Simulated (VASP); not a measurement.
ZnAu: single point with PBE

The system is ZnAu.

```
Zn Au
1.0
     3.14700    0.00000    0.00000
     0.00000    3.14700    0.00000
     0.00000    0.00000    3.14700
Zn Au
1 1
Direct
  0.50000 0.50000 0.50000
  0.96630 0.03370 0.00000
```

This cell differs from its parent crystal: all Au atoms moved -0.150 Å, as atom 2 along Cartesian [1 -1 0].

* Program: VASP 6.6.1
* Task: single point
* Functional: PBE
* Potentials or basis: VASP PAW PBE potentials, release 64 (Zn, Au)
* Cutoff: 520 eV
* k mesh: 16 × 16 × 16
* Occupations: gaussian, width 0.15 eV
* Spin: no spin polarisation
* Dipole correction: no
* Further INCAR settings: ALGO = Fast; EDIFF = 1e-07; NBANDS = 18

The pressure is 6.1 GPa and the largest force is 0.609 eV/Å. The band gap on the k mesh is zero (an odd number of electrons rules out a gap without spin polarisation).

Forces in eV/Å, atoms in the order of the input:
```
Zn  -0.431  0.431  0.000
Au   0.431 -0.431  0.000
```

Stress tensor (GPa, compression positive):
```
 5.96 -1.14  0.00
-1.14  5.96  0.00
 0.00  0.00  6.53
```

Levels at points of the mesh, in eV from the Fermi level:
| k point | band 10 | band 11 | band 12 | band 13 | band 14 | band 15 |
| --- | --- | --- | --- | --- | --- | --- |
| (0.00, 0.00, 0.00) | -3.78 | -3.76 | 5.01 | 5.05 | 5.07 | 8.81 |
| (0.50, 0.00, 0.00) | -4.88 | -3.90 | -2.38 | 10.13 | 10.79 | 10.80 |
| (0.00, 0.00, 0.50) | -4.87 | -3.89 | -2.40 | 10.03 | 10.62 | 10.98 |
| (0.50, 0.50, 0.00) | -3.18 | -1.98 | -1.97 | 0.83 | 2.49 | 10.46 |
| (0.00, 0.50, 0.50) | -3.19 | -1.98 | -1.95 | 0.84 | 2.50 | 10.50 |
| (0.50, 0.50, 0.50) | -3.13 | 1.43 | 3.58 | 3.61 | 3.64 | 3.76 |

It took 8.1 min on 1 thread of Oxide Virtual Turin-like Processor, on a shared host, peak memory 0.43 GiB.

Caveat: the cell differs from its parent crystal (all Au atoms moved -0.150 Å, as atom 2 along Cartesian [1 -1 0]); the cell stands under pressure; spin-orbit coupling is left out, which moves the levels of the heavy elements.
